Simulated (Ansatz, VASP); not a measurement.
**One calculation of RbBr, two programs**

```xyz
4
Lattice="5.7699 0.0000 0.0000 -2.8849 4.9969 0.0000 0.0000 0.0000 6.7301" Properties=species:S:1:pos:R:3 pbc="T T T"
Rb    0.0000    3.3313   -0.4206
Rb    2.8849    1.6656    2.9444
Br    0.0000    3.3313    2.9444
Br    2.8849    1.6656    6.3095
```

Alike in both runs: task single point; functional r2SCAN; k mesh 6 × 6 × 4; no spin polarisation.

|  | VASP | Ansatz |
| --- | --- | --- |
| version | VASP 6.6.1 | Ansatz 0.2.0 |
| potentials or method | VASP PAW PBE potentials, release 64 (Rb_sv, Br) | plane waves, PAW |
| plane-wave cutoff (eV) | 520 | 500 |
| occupations | gaussian, width 0.01 eV | fixed |
| valence electrons in the cell | 32 | 32 |

```tsv
	VASP	Ansatz	Ansatz less VASP
gap on the k mesh at the Fermi level (eV)	4.72	4.72	+0.001
pressure (GPa)	0.8	0.8	-0.02
traceless stress, the component that is largest in VASP (GPa)	0.12	0.12	-0.004
```

VASP's potentials were made for PBE, not for r2SCAN.
